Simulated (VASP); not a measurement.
# Al (R-3m) in VASP: further runs

Al is run at these levels: PBEsol; tasks: single point, relaxation of cell and atoms.

All numbers are computed with VASP 6.6.1; they aren't measurements. Logs are shortened: lines on timing, memory, paths and dates and some standing lists are left out, and cuts for length are marked.

## (1) The cell of the first run

The structure is trigonal, space group R-3m (No. 166). The conventional cell has a = 2.844 Å, b = 2.844 Å, c = 6.934 Å, α = 90.00°, β = 90.00°, γ = 120.00°. Al (site symmetry -3m) has 12 Al at 2.84 Å within 3.7 Å.

## (2) Single point, PBEsol

File INCAR:

```
PREC = Accurate
ENCUT = 520
EDIFF = 1E-6
ISMEAR = 0
SIGMA = 0.1
LREAL = False
LASPH = True
NELM = 60
ALGO = Normal
ISIF = 2
LWAVE = False
LCHARG = True
GGA = PS
LELF = True
LVHAR = True
NBANDS = 12
```

File KPOINTS:

```
Automatic mesh
0
Gamma
  18 18 7
```

File POSCAR:

```
Al
1.0
    2.8436728451      0.0000000000      0.0000000000
   -1.4218364225      2.4626929239      0.0000000000
    0.0000000000      0.0000000000      6.9344967383
Al
3
Direct
    0.0000000000      0.0000000000      0.0000000000
    0.3333333333      0.6666666667      0.3333333333
    0.6666666667      0.3333333333      0.6666666667
```

Potentials or basis: VASP PAW PBE potentials, release 64 (Al).

On the command line:

```bash
$ cat potpaw_PBE.64/Al/POTCAR > POTCAR
$ mpirun -np 1 vasp_std > vasp.out
```

OUTCAR:

```text
PREC = Accurate
   ENCUT = 520
   EDIFF = 1E-6
   ISMEAR = 0
   LREAL = False
   LASPH = True
   NELM = 60
   ISIF = 2
   GGA = PS

 ion  position               nearest neighbor table
   1  0.000  0.000  0.000-   2 2.84   3 2.84   2 2.84   3 2.84   3 2.84   2 2.84
   2  0.333  0.667  0.333-   1 2.84   1 2.84   1 2.84   3 2.84   3 2.84   3 2.84
   3  0.667  0.333  0.667-   1 2.84   1 2.84   1 2.84   2 2.84   2 2.84   2 2.84

  LATTYP: Found a hexagonal cell.
 ALAT       =     2.8436728451
 C/A-ratio  =     2.4385705093

  Lattice vectors:

 A1 = (   2.8436728451,   0.0000000000,   0.0000000000)
 A2 = (  -1.4218364225,   2.4626929239,   0.0000000000)
 A3 = (   0.0000000000,   0.0000000000,   6.9344967383)

Analysis of symmetry for initial positions (statically):
=====================================================================
 Subroutine PRICEL returns following result:

  LATTYP: Found a trigonal (rhomboedric) cell.
 ALAT       =     2.8352282052
 COS(alpha) =     0.4970170951

  Lattice vectors:

 A1 = (   1.4218364223,   0.8208976415,  -2.3114989132)
 A2 = (   0.0000000001,  -1.6417952827,  -2.3114989125)
 A3 = (  -1.4218364224,   0.8208976412,  -2.3114989125)

   3 primitive cells build up your supercell.

 Routine SETGRP: Setting up the symmetry group for a
 hexagonal supercell.

 Subroutine GETGRP returns: Found 12 space group operations
 (whereof 12 operations were pure point group operations)
 out of a pool of 24 trial point group operations.

The static configuration has the point symmetry D_3d.

Analysis of symmetry for dynamics (positions and initial velocities):
=====================================================================
 Subroutine PRICEL returns following result:

  LATTYP: Found a trigonal (rhomboedric) cell.
 ALAT       =     2.8352282052
 COS(alpha) =     0.4970170951

  Lattice vectors:

 A1 = (   1.4218364223,   0.8208976415,  -2.3114989132)
 A2 = (   0.0000000001,  -1.6417952827,  -2.3114989125)
 A3 = (  -1.4218364224,   0.8208976412,  -2.3114989125)

   3 primitive cells build up your supercell.

 Routine SETGRP: Setting up the symmetry group for a
 hexagonal supercell.

 Subroutine GETGRP returns: Found 12 space group operations
 (whereof 12 operations were pure point group operations)
 out of a pool of 24 trial point group operations.

The dynamic configuration has the point symmetry D_3d.

 Subroutine INISYM returns: Found 12 space group operations
 (whereof 12 operations are pure point group operations),
 and found     3 'primitive' translations

----------------------------------------------------------------------------------------

                                     Primitive cell

  volume of cell :      16.1876

  direct lattice vectors                    reciprocal lattice vectors
     1.421836422  0.820897641 -2.311498913     0.351657893  0.203029779 -0.144206572
     0.000000000 -1.641795283 -2.311498913     0.000000000 -0.406059558 -0.144206572
    -1.421836422  0.820897641 -2.311498913    -0.351657893  0.203029779 -0.144206572

  length of vectors
     2.835228205  2.835228205  2.835228205     0.430905906  0.430905906  0.430905906

  position of ions in fractional coordinates (direct lattice)
     0.000000000  0.000000000  0.000000000

  ion indices of the primitive-cell ions
   primitive index   ion index
                 1           1

----------------------------------------------------------------------------------------

 KPOINTS: Automatic mesh

Automatic generation of k-mesh.
 Grid dimensions read from file:
 generate k-points for:   18   18    7

 Generating k-lattice:

  Cartesian coordinates                     Fractional coordinates (reciprocal lattice)
     0.019536550  0.011279432  0.000000000     0.055555556  0.000000000  0.000000000
     0.000000000  0.022558864  0.000000000     0.000000000  0.055555556  0.000000000
     0.000000000  0.000000000  0.020600939     0.000000000  0.000000000  0.142857143

  Length of vectors
     0.022558864  0.022558864  0.020600939

  Shift w.r.t. Gamma in fractional coordinates (k-lattice)
     0.000000000  0.000000000  0.000000000

 Subroutine IBZKPT returns following result:
 ===========================================

 Found    229 irreducible k-points:

 Following reciprocal coordinates:
            Coordinates               Weight
  0.000000  0.000000  0.000000      1.000000
  0.055556  0.000000  0.000000      6.000000
  0.111111  0.000000  0.000000      6.000000
  0.166667  0.000000  0.000000      6.000000
  0.222222  0.000000  0.000000      6.000000
  0.277778  0.000000  0.000000      6.000000
[... 16 lines left out ...]
  0.333333  0.111111  0.000000     12.000000
  0.388889  0.111111  0.000000     12.000000
 [... further k-points ...]
   k-points           NKPTS =    229   k-points in BZ     NKDIM =    229   number of bands    NBANDS=     12
   number of dos      NEDOS =    301   number of ions     NIONS =      3
   total plane-waves  NPLWV =  31104
   dimension x,y,z NGX =    24 NGY =   24 NGZ =   54
   dimension x,y,z NGXF=    48 NGYF=   48 NGZF=  108
   ions per type =               3
   NGX,Y,Z   is equivalent  to a cutoff of  14.03, 14.03, 12.95 a.u.
   NGXF,Y,Z  is equivalent  to a cutoff of  28.06, 28.06, 25.89 a.u.
 SYSTEM =  unknown system
   PREC   = accura    normal or accurate (medium, high low for compatibility)
   ISTART =      0    job   : 0-new  1-cont  2-samecut
   ICHARG =      2    charge: 1-file 2-atom 10-const
   ISPIN  =      1    spin polarized calculation?
   LNONCOLLINEAR =      F non collinear calculations
   LSORBIT =      F    spin-orbit coupling
   LASPH  =      T    aspherical Exc in radial PAW
   ENCUT  =  520.0 eV  38.22 Ry    6.18 a.u.   5.29  5.29 12.89*2*pi/ulx,y,z
   NELM   =     60;   NELMIN=  2; NELMDL= -5     # of ELM steps
   EDIFF  = 0.1E-05   stopping-criterion for ELM
   LREAL  =      F    real-space projection
   EDIFFG = 0.1E-04   stopping-criterion for IOM
   NSW    =      0    number of steps for IOM
   IBRION =     -1    ionic relax: 0-MD 1-quasi-New 2-CG
   NFREE  =      0    steps in history (QN), initial steepest desc. (CG)
   ISIF   =      2    stress and relaxation
   ISYM   =      2    0-nonsym 1-usesym 2-fastsym
   POTIM  = 0.5000    time-step for ionic-motion
   TEBEG  =    0.0;   TEEND  =   0.0 temperature during run
   PSTRESS=    0.0 pullay stress
   NELECT =       9.0000    total number of electrons
   NUPDOWN=      -1.0000    fix difference up-down
   EMIN   =  10.00;   EMAX   =-10.00  energy-range for DOS
   EFERMI =   0.00;   METHOD = LEGACY
   ISMEAR =     0;   SIGMA  =   0.10  broadening in eV -4-tet -1-fermi 0-gaus
   EFERMI_NEDOS =   21; number of points for ismear=-14 and -15
   IALGO  =     38    algorithm
   IMIX   =      4    mixing-type and parameters
     AMIX     =   0.40;   BMIX     =  1.00
     AMIX_MAG =   1.60;   BMIX_MAG =  1.00
  volume/ion in A,a.u.               =      16.19       109.24
  Fermi-wavevector in a.u.,A,eV,Ry     =   0.933370  1.763814 11.853129  0.871180
  Thomas-Fermi vector in A             =   2.060065
   LORBIT       =      0    0 simple, 1 ext, 2 COOP (PROOUT), +10 PAW based schemes
   GGA     = PS    functional components
   LHFCALC =     F    Hartree Fock is set to
   AEXX    =    0.0000 exact exchange contribution
   IVDW    =     0    specifies the selected vdW correction
   LEPSILON=     F    determine dielectric tensor
   LRPA    =     F    only Hartree local field effects (RPA)
 non-spin polarized calculation
 Gauss-broadening in eV      SIGMA  =   0.10
  energy-cutoff  :      520.00
  volume of cell :       48.56
 maximum number of plane-waves:      1329
 NGX is ok and might be reduce to    24
   NGX = 11   NGY = 11   NGZ = 25

 number of electron       9.0000000 magnetization

 Free energy of the ion-electron system (eV)
  ---------------------------------------------------
  ext. energy  EPLUGINS =         0.00000000
  ---------------------------------------------------
  free energy    TOTEN  =       -12.27732211 eV

  energy without entropy =      -12.27011524  energy(sigma->0) =      -12.27371868

 E-fermi :   8.1204     XC(G=0): -10.3266

 val. band max:        8.1198191445   @ k =   0.2222   0.2222   0.0000
 cond. band min:       8.1440998313   @ k =  -0.0556   0.5000   0.4286
 fundamental gap:      0.0242806868
 Fermi energy:         8.1204482526

 k-point     1 :       0.0000    0.0000    0.0000
  band No.  band energies     occupation
      1      -3.1122      2.00000
      2      -0.0684      2.00000
      3      -0.0684      2.00000
      4       8.7179      0.00000
      5       8.7179      0.00000
      6      18.9728      0.00000
      7      18.9728      0.00000
      8      18.9728      0.00000
      9      18.9728      0.00000
     10      20.8036      0.00000
     11      20.8036      0.00000
     12      20.9461      0.00000

 k-point     2 :       0.0556    0.0000    0.0000
  band No.  band energies     occupation
      1      -3.0369      2.00000
      2       0.0052      2.00000
      3       0.0052      2.00000
      4       8.7839      0.00000
      5       8.7849      0.00000
      6      17.2881      0.00000
      7      17.8767      0.00000
      8      19.2644      0.00000
      9      19.5408      0.00000
     10      19.9810      0.00000
     11      20.1899      0.00000
     12      20.2775      0.00000

 k-point     3 :       0.1111    0.0000    0.0000
  band No.  band energies     occupation
      1      -2.8113      2.00000
      2       0.2258      2.00000
      3       0.2258      2.00000
      4       8.9770      0.00000
      5       8.9859      0.00000
      6      15.2454      0.00000
      7      16.9109      0.00000
      8      17.5913      0.00000
      9      17.9227      0.00000
     10      18.6456      0.00000
     11      19.4385      0.00000
     12      19.5505      0.00000

 k-point     4 :       0.1667    0.0000    0.0000
  band No.  band energies     occupation
      1      -2.4360      2.00000
      2       0.5924      2.00000
      3       0.5928      2.00000
      4       9.2742      0.00000
      5       9.3196      0.00000
      6      13.2374      0.00000
      7      15.6166      0.00000
      8      15.9157      0.00000
      9      16.0755      0.00000
     10      17.8057      0.00000
     11      18.6506      0.00000
     12      18.7159      0.00000

 k-point     5 :       0.2222    0.0000    0.0000
  band No.  band energies     occupation
      1      -1.9124      2.00000
      2       1.1036      2.00000
      3       1.1049      2.00000
      4       9.5369      0.00000
      5       9.7815      0.00000
      6      11.4841      0.00000
      7      13.7066      0.00000
      8      13.9711      0.00000
      9      15.3699      0.00000
     10      17.0189      0.00000
     11      17.9673      0.00000
     12      18.0085      0.00000
[... 228 lines left out ...]
      1      -1.0194      2.00000
      2       1.9746      2.00000
      3       1.9771      2.00000
      4       9.0548      0.00000
      5      10.3597      0.00000
      6      11.1179      0.00000
      7      11.9710      0.00000
      8      12.0082      0.00000
      9      12.6677      0.00000
     10      14.8278      0.00000
     11      14.8569      0.00000
     12      19.1108      0.00000

 k-point    22 :       0.2778    0.1111    0.0000
  band No.  band energies     occupation
      1      -0.2058      2.00000
      2       2.7639      2.00000
      3       2.7716      2.00000
      4       7.5002      2.00000
      5      10.3443      0.00000
      6      10.5370      0.00000
      7      10.6949      0.00000
      8      11.6781      0.00000
      9      12.2924      0.00000
     10      14.3487      0.00000
     11      14.3612      0.00000
     12      18.1922      0.00000

 k-point    23 :       0.3333    0.1111    0.0000
  band No.  band energies     occupation
      1       0.7494      2.00000
      2       3.6800      2.00000
      3       3.7012      2.00000
      4       5.9278      2.00000
      5       8.7767      0.00000
      6       8.9881      0.00000
      7      10.7229      0.00000
      8      12.5023      0.00000
      9      12.7211      0.00000
     10      13.9884      0.00000
     11      14.0429      0.00000
     12      17.1136      0.00000

 k-point    24 :       0.3889    0.1111    0.0000
  band No.  band energies     occupation
      1       1.8429      2.00000
      2       4.3800      2.00000
      3       4.6833      2.00000
      4       4.8395      2.00000
      5       7.3231      2.00000
      6       7.5925      2.00000
      7      10.6354      0.00000
      8      13.3789      0.00000
      9      13.4924      0.00000
     10      13.7644      0.00000
     11      13.9683      0.00000
     12      15.9960      0.00000

 [... further k-points ...]

------------------------ aborting loop because EDIFF is reached ----------------------------------------

  FORCE on cell =-STRESS in cart. coord.  units (eV):
  Direction    XX          YY          ZZ          XY          YZ          ZX
  --------------------------------------------------------------------------------------
  -------------------------------------------------------------------------------------
  Total        0.0168777      0.0168777      0.0127924      0.0000000      0.0000000     -0.0000000
  in kB        0.5568242      0.5568242      0.4220431      0.0000000      0.0000000     -0.0000000
  external PRESSURE =       0.5118972 kB  Pullay stress =       0.0000000 kB

 VOLUME and BASIS-vectors are now :
 -----------------------------------------------------------------------------
  energy-cutoff  :      520.00
  volume of cell :       48.56
      direct lattice vectors                 reciprocal lattice vectors
     2.843672845  0.000000000  0.000000000     0.351657893  0.203029779  0.000000000
    -1.421836422  2.462692924  0.000000000     0.000000000  0.406059558  0.000000000
     0.000000000  0.000000000  6.934496738     0.000000000  0.000000000  0.144206572

 POSITION                                       TOTAL-FORCE (eV/Angst)
 -----------------------------------------------------------------------------------
      0.00000      0.00000      0.00000        -0.000000      0.000000      0.000000
     -0.00000      1.64180      2.31150         0.000000     -0.000000     -0.000000
      1.42184      0.82090      4.62300        -0.000000      0.000000      0.000000
 -----------------------------------------------------------------------------------
    total drift:                                0.000000     -0.000000      0.000000

  FREE ENERGIE OF THE ION-ELECTRON SYSTEM (eV)
  ---------------------------------------------------
  free  energy   TOTEN  =       -12.2773221067 eV

  energy  without entropy=      -12.2701152444  energy(sigma->0) =      -12.27371868
```

It took 38 s on 1 thread of Intel Xeon 6975P-C (Granite Rapids), shared host; peak memory 0.24 GiB.

Results:

| Quantity | Value |
| --- | --- |
| Free energy | -12.2773 eV |
| Pressure | 0.1 GPa |
| Band gap on the k mesh | zero (an odd number of electrons rules out a gap without spin polarisation) |

Caveat: the PAW data sets were made with another functional, which shifts forces and pressure a little.

## (3) Relaxation of cell and atoms, PBEsol

This run uses another cell than the first one, of 16.32 Å³/atom.

File INCAR:

```
PREC = Accurate
ENCUT = 600
EDIFF = 1E-6
ISMEAR = 0
SIGMA = 0.1
LREAL = False
LASPH = True
NELM = 80
ALGO = Fast
ISIF = 3
LWAVE = False
LCHARG = False
GGA = PS
IBRION = 2
NSW = 65
EDIFFG = -0.01
```

File KPOINTS:

```
regular mesh
0
Gamma
  18 18 7
```

File POSCAR:

```
Al
1.0
    2.8507880358      0.0000000000      0.0000000000
   -1.4253940179      2.4688548598      0.0000000000
    0.0000000000      0.0000000000      6.9544589679
Al
3
Direct
    0.0000000000      0.0000000000      0.0000000000
    0.3333333333      0.6666666667      0.3333333333
    0.6666666667      0.3333333333      0.6666666667
```

Potentials or basis: VASP PAW PBE potentials, release 64 (Al).

On the command line:

```bash
$ cat potpaw_PBE.64/Al/POTCAR > POTCAR
$ mpirun -np 1 vasp_std > vasp.out
```

Wall time 56 s (1 thread of Intel Xeon 6975P-C (Granite Rapids), shared host); peak memory 0.24 GiB.

It converged, with:

- Free energy: -12.2776 eV
- Relaxed volume: 16.20 Å³/atom
- Relaxed cell: a = 2.844 Å, b = 2.844 Å, c = 6.937 Å, α = 90.00°, β = 90.00°, γ = 120.00°
- Space group after relaxing (to 0.1 Å): Fm-3m (No. 225)
- Energy gained by relaxing: 0.2 meV/atom
- Ionic steps: 3
- Pressure after relaxing: 0.0 GPa
- Band gap on the k mesh: zero (an odd number of electrons rules out a gap without spin polarisation)

Step by step:
| step | energy change (eV) | largest force (eV/Å) | pressure (GPa) | volume (Å³) |
| --- | --- | --- | --- | --- |
| 1 | 0.0000 | 0.0000 | -0.58 | 48.95 |
| 2 | -0.0006 | 0.0000 | 0.11 | 48.53 |
| 3 | -0.0006 | 0.0000 | 0.00 | 48.59 |

Final structure:
```yaml
crystal:
  lattice:
    - [2.84408, 0.00000, 0.00000]
    - [-1.42204, 2.46305, 0.00000]
    - [0.00000, 0.00000, 6.93683]
  atoms:
    - { symbol: Al, position: [0.00000, 0.00000, 0.00000] }
    - { symbol: Al, position: [0.33333, 0.66667, 0.33333] }
    - { symbol: Al, position: [0.66667, 0.33333, 0.66667] }
```

Levels at points of the mesh, in eV from the Fermi level:
```
           k point  band 1  band 2  band 3  band 4  band 5  band 6  band 7  band 8
(0.00, 0.00, 0.00)  -11.23   -8.19   -8.19    0.59    0.59   10.85   10.85   10.85
(0.50, 0.00, 0.00)   -5.26   -5.26   -2.93   -2.33   -2.33   -1.58    5.29    5.65
```

Caveat: the PAW data sets were made with another functional, which shifts forces and pressure a little.
